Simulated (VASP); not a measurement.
A run of VASP 6.6.1 is set up as follows.

INCAR

```
SYSTEM = CaTl2
  ALGO = Fast
  EDIFF = 1E-6
  ENCUT = 520
  GGA = PE
  ISIF = 2
  ISMEAR = 0
  LASPH = .True.
  LCHARG = .False.
  LREAL = .False.
  LWAVE = .False.
  NBANDS = 45
  NELM = 60
  PREC = Accurate
  SIGMA = 0.1
```

Contents of KPOINTS:

```
k-points
0
Gamma
  4 4 4
  0 0 0
```

The input POSCAR:

```
CaTl2
1.0
    4.9175304983      0.0000000000      0.0000000000
    0.0000000000      4.9175304983      0.0000000000
    0.0000000000      0.0000000000      7.7252012781
Ca Tl
2 4
Direct
    0.0000000000      0.5000000000      0.6992182509
    0.5000000000      0.0000000000      0.3007817491
    0.0000000000      0.0000000000      0.0000000000
    0.5000000000      0.5000000000      0.0000000000
    0.0000000000      0.5000000000      0.2756471973
    0.5000000000      0.0000000000      0.7243528027
```

Potentials or basis: VASP PAW PBE potentials, release 64 (Ca_sv, Tl_d).

The run is started by

```sh
$ cat potpaw_PBE.64/Ca_sv/POTCAR potpaw_PBE.64/Tl_d/POTCAR > POTCAR
$ mpirun -np 1 vasp_std > vasp.out
```

Task: Predict the pressure.

Result: 0.0 GPa.

Task: What does it give for the largest force?

Result: 0.010 eV/Å.

Stress tensor (GPa, compression positive):
```
-0.06  0.00  0.00
 0.00 -0.06  0.00
 0.00  0.00  0.09
```
